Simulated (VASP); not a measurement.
# Hg12Te11I (a cell with a defect): single point with PBE

The system is Hg12Te11I (a cell with a defect).

```
Hg I Te
1.0
     9.32585    0.00000    0.00000
    -4.66293    8.07642    0.00000
     0.00000    0.00000   10.40800
Hg I Te
12 1 11
Cartesian
  1.4094 2.4411 0.0000
  -0.7996 6.8432 -0.0600
  6.3262 2.7291 0.0600
  3.9502 6.8420 0.0000
  2.1547 -0.1060 7.1113
  -0.8625 4.1770 7.1197
  6.2203 -0.0750 6.8611
  3.7409 4.1079 6.9805
  -1.1692 1.8131 3.2967
  -3.1751 5.3494 3.5470
  4.0486 1.3415 3.2883
  1.6871 5.2936 3.4275
  1.0929 1.8930 5.2040
  -1.1094 6.1392 5.1971
  5.8714 2.1088 5.2109
  3.5593 6.1648 5.2040
  2.2158 -0.0043 1.7440
  -0.0788 4.0388 1.7496
  6.8515 -0.0748 1.7064
  4.5702 4.0131 1.7272
  -1.1116 1.9168 8.6640
  -3.4905 5.8962 8.7016
  3.5371 1.9511 8.6584
  1.1904 5.9645 8.6808
```

```
Program                : VASP 6.6.1
Task                   : single point
Functional             : PBE
Potentials or basis    : VASP PAW PBE potentials, release 64 (Hg, I, Te)
Cutoff                 : 520 eV
k mesh                 : 3 × 3 × 2
Occupations            : fermi-dirac, width 0.01 eV
Spin                   : no spin polarisation
Dipole correction      : no
Charge                 : 1
Further INCAR settings : LREAL = Auto; ALGO = Normal; EDIFF = 1e-06; NBANDS = 126; NELECT = 216.0
```

The largest force is 0.032 eV/Å.

Forces in eV/Å, atoms in the order of the input:
```
Hg   0.001  0.002  0.000
Hg  -0.005 -0.004  0.003
Hg  -0.001 -0.007 -0.003
Hg   0.002  0.004  0.000
Hg  -0.002  0.008  0.004
Hg   0.001  0.003  0.006
Hg   0.018  0.004 -0.003
Hg   0.000 -0.006  0.002
Hg   0.008  0.002 -0.004
Hg  -0.005  0.018  0.003
Hg   0.002  0.002 -0.006
Hg  -0.005 -0.003 -0.002
I    0.008  0.014  0.000
Te   0.018  0.009 -0.004
Te  -0.001  0.020  0.004
Te   0.011  0.018  0.000
Te  -0.029 -0.007  0.011
Te  -0.024  0.010 -0.007
Te  -0.029  0.000  0.015
Te  -0.025  0.002  0.013
Te   0.008 -0.029 -0.011
Te   0.014 -0.025 -0.015
Te   0.021 -0.016  0.007
Te   0.014 -0.020 -0.013
```

Levels at points of the mesh, in eV from the Fermi level:
```csv
k point,band 104,band 105,band 106,band 107,band 108,band 109,band 110,band 111,band 112,band 113
"(0.00, 0.00, 0.00)",-0.98,-0.97,-0.54,-0.44,-0.35,0.20,0.48,0.61,0.81,0.98
"(0.00, 0.00, 0.50)",-0.96,-0.82,-0.59,-0.55,-0.20,0.53,0.79,0.83,1.06,1.20
```

Wall time 95 s on 1 × NVIDIA H100 80GB with 1 thread of Intel(R) Xeon(R) Platinum 8481C CPU @ 2.70GHz (Sapphire Rapids), on a shared host, peak memory 1.9 GiB.

Caveat: the cell carries a net charge on a neutralising background, which shifts energy and pressure; the cell is charged against a uniform background, so pressure and absolute levels hang on convention; spin-orbit coupling is left out, which moves the levels of the heavy elements.
